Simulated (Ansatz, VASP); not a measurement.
One calculation of AlCo, two programs

```
Co Al
1.0
     2.81940    0.00000    0.00000
     0.00000    2.81940    0.00000
     0.00000    0.00000    2.81940
Co Al
1 1
Cartesian
  1.4097 1.4097 1.4097
  0.0000 0.0000 0.0000
```

Alike in both runs: functional PBEsol; k mesh 9 × 9 × 9; occupations methfessel-paxton of order 1, width 0.05 eV; collinear spin; Hubbard terms Co d U = 4.0 eV.

```csv
,VASP,Ansatz
version,VASP 6.6.1,Ansatz 0.2.0
potentials or method,"VASP PAW PBE potentials, release 64 (Co_sv, Al)",PseudoDojo standard (PBEsol files)
plane-wave cutoff (eV),600,1306
valence electrons in the cell,20,20
task,single point,density of states
```

|  | VASP | Ansatz | Ansatz less VASP |
| --- | --- | --- | --- |
| gap on the k mesh at the Fermi level (eV) | none | none | - |
| net moment per atom (μB) | 0.28 | 0.28 | +0.002 |
| size of the moment on the site where the two differ most (μB) | 0.76 | 0.72 | -0.041 |

VASP's potentials were made for PBE, not for PBEsol. Site moments also hang on the region over which each program counts them. The programs project onto different local orbitals, so the same U acts differently, and such runs can settle in different states. A gap of «none» marks a metal or a gap that the smearing closes.

Noted on Ansatz's run: the magnetic or orbital state may not be the lowest.
